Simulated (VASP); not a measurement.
Crystal: TaO3.

```xyz
4
Lattice="3.9562 0.0000 0.0000 0.0000 3.9562 0.0000 0.0000 0.0000 3.9562" Properties=species:S:1:pos:R:3 pbc="T T T"
Ta    1.9781    1.9781    1.9781
O     0.0000    1.9781    1.9781
O     1.9781    1.9781    0.0000
O     1.9781    0.0000    1.9781
```

- Program: VASP 6.6.1
- Task: relaxation of cell and atoms
- Functional: LDA
- Potentials or basis: VASP PAW LDA potentials, release 64 (Ta_sv_GW, O)
- Cutoff: 600 eV
- k mesh: 10 × 10 × 10
- Occupations: gaussian, width 0.1 eV
- Spin: collinear spin, ferromagnetic start
- Starting moments: [0.0, 0.35, 0.35, 0.35] μB

At the start: pressure -8.3 GPa; volume 15.48 Å³/atom.

**Question.** Where does the relaxation end?

**Answer.** Over 4 steps the energy falls by 17.5 meV/atom and the volume is 14.83 Å³/atom (-4.2 %); space group Pm-3m (No. 221, to 0.1 Å) before and after; moment 0.36 μB per cell.

The path:
```
step  energy change (eV)  largest force (eV/Å)  pressure (GPa)  volume (Å³)
   1              0.0000                0.0000           -8.28        61.92
   2              0.1651                0.0000           18.80        55.03
   3             -0.0700                0.0000           -0.21        59.38
   4             -0.0700                0.0000           -0.05        59.32
```

Final structure:
```yaml
crystal:
  lattice:
    - [3.90009, 0.00000, 0.00000]
    - [0.00000, 3.90009, 0.00000]
    - [0.00000, 0.00000, 3.90009]
  atoms:
    - { symbol: Ta, position: [0.50000, 0.50000, 0.50000] }
    - { symbol: O, position: [0.00000, 0.50000, 0.50000] }
    - { symbol: O, position: [0.50000, 0.50000, 0.00000] }
    - { symbol: O, position: [0.50000, 0.00000, 0.50000] }
```
